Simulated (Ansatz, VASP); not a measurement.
**FeRu in VASP and in Ansatz**

File INCAR:

```
ALGO     = Normal         # electronic algorithm
EDIFF    = 1E-7           # SCF threshold, eV
ENCUT    = 520            # plane-wave cutoff, eV
ISIF     = 2              # what is computed and relaxed
ISMEAR   = -1             # smearing method
ISPIN    = 2              # spin polarisation
LASPH    = True           # aspherical terms in the spheres
LCHARG   = True           # write CHGCAR
LELF     = True           # ELF
LMAXMIX  = 4              # l up to which the mixer works
LORBIT   = 11             # projections on sites
LREAL    = False          # projectors in reciprocal space
LVHAR    = True         
LWAVE    = False          # write WAVECAR
MAGMOM   = 3 1.5          # initial moments
NBANDS   = 22             # bands
NELM     = 150            # most SCF steps
PREC     = Accurate       # precision mode
SIGMA    = 0.05           # smearing width, eV
```

File KPOINTS:

```
k-points
0
Gamma
  12 12 7
```

Contents of POSCAR:

```
FeRu
1.0
    2.7445461576      0.0000000000      0.0000000000
   -1.3722730788      2.3768466944      0.0000000000
    0.0000000000      0.0000000000      4.2269259381
Fe Ru
1 1
Direct
    0.0000000000      0.0000000000      0.5000000000
    0.6666666667      0.3333333333      0.0000000000
```

Input for Ansatz:

```yaml
crystal:
  lattice:
    - [2.7445461576, 0.0, 0.0]
    - [-1.3722730788, 2.3768466944, 0.0]
    - [0.0, 0.0, 4.2269259381]
  atoms:
    - { symbol: Fe, position: [0.0, 0.0, 0.5], spin: 3.0 }
    - { symbol: Ru, position: [0.6666666667, 0.3333333333, 0.0], spin: 1.5 }
magnetization:
  spin_polarized: true
kpoints:
  mp_grid: { grid: [12, 12, 7] }
scf:
  occupations: { method: fermi_dirac, width: 0.05 }
hamiltonian:
  xc: lda
  pseudopotentials: { kind: paw }
output:
  forces: true
  stress: true
  eigenvalues: true
  populations: true
```

Change from the starting cell: volume scaled by 1.12, PAW files.

Alike in both runs: task single point; functional LDA; k mesh 12 × 12 × 7; occupations fermi-dirac, width 0.05 eV; collinear spin.

|  | VASP | Ansatz |
| --- | --- | --- |
| version | VASP 6.6.1 | Ansatz 0.2.0 |
| potentials or method | VASP PAW LDA potentials, release 64 (Fe, Ru_pv) | PAW with Ansatz's default frozen-core files, scalar-relativistic |
| plane-wave cutoff (eV) | 520 | 420 |
| valence electrons in the cell | 22 | 32 |

```tsv
	VASP	Ansatz	Ansatz less VASP
pressure (GPa)	-40.6	-38.6	+2.03
traceless stress, the component that is largest in VASP (GPa)	-0.28	0.12	+0.401
net moment per atom (μB)	0.10	0.43	+0.336
size of the moment on the site where the two differ most (μB)	0.24	1.08	+0.844
```

The net moments are unlike, so the other rows may belong to different states. LDA's correlation is that of Perdew and Zunger in VASP and of Perdew and Wang (1992) in Ansatz. Site moments also hang on the region over which each program counts them. Both programs put the cell under strong tension, so it lies far from rest at this level. VASP's potentials hold 22 valence electrons a cell and Ansatz's 32, so a difference there can come from the potentials and not from the codes. Ansatz's warnings: seeded moment not kept.

Noted on VASP's run: the cell as given lies far from equilibrium.
